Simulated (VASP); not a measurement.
BN, 2 atoms in the cell. The structure is cubic, space group F-43m (No. 216). Conventional cell: a = 3.568 Å, b = 3.568 Å, c = 3.568 Å, α = 90.00°, β = 90.00°, γ = 90.00°. B (site symmetry -43m) has 4 N at 1.54 Å within 2.1 Å. N (site symmetry -43m) has 4 B at 1.54 Å within 2.1 Å.  This cell differs from its parent crystal: strained.

- Program: VASP 6.6.1
- Task: single point
- Functional: PBE
- Potentials or basis: VASP PAW PBE potentials, release 64 (B, N)
- Cutoff: 520 eV
- k mesh: 12 × 12 × 12
- Occupations: gaussian, width 0.02 eV
- Spin: no spin polarisation
- Dipole correction: no
- Further INCAR settings: ALGO = Normal; EDIFF = 1e-06; NBANDS = 11

Potentials or basis: VASP PAW PBE potentials, release 64 (B, N).

Command:

```console
$ cat potpaw_PBE.64/B/POTCAR potpaw_PBE.64/N/POTCAR > POTCAR
$ mpirun -np 1 vasp_std > vasp.out
```

Hardware: 1 thread of AMD EPYC 7R13, on a shared host.

Q: How long does it take, and how much memory?

A: Wall time 21 s on 1 thread of AMD EPYC 7R13, with other jobs on the host, peak memory 0.09 GiB. Counts: scf iterations 12, k points 72.
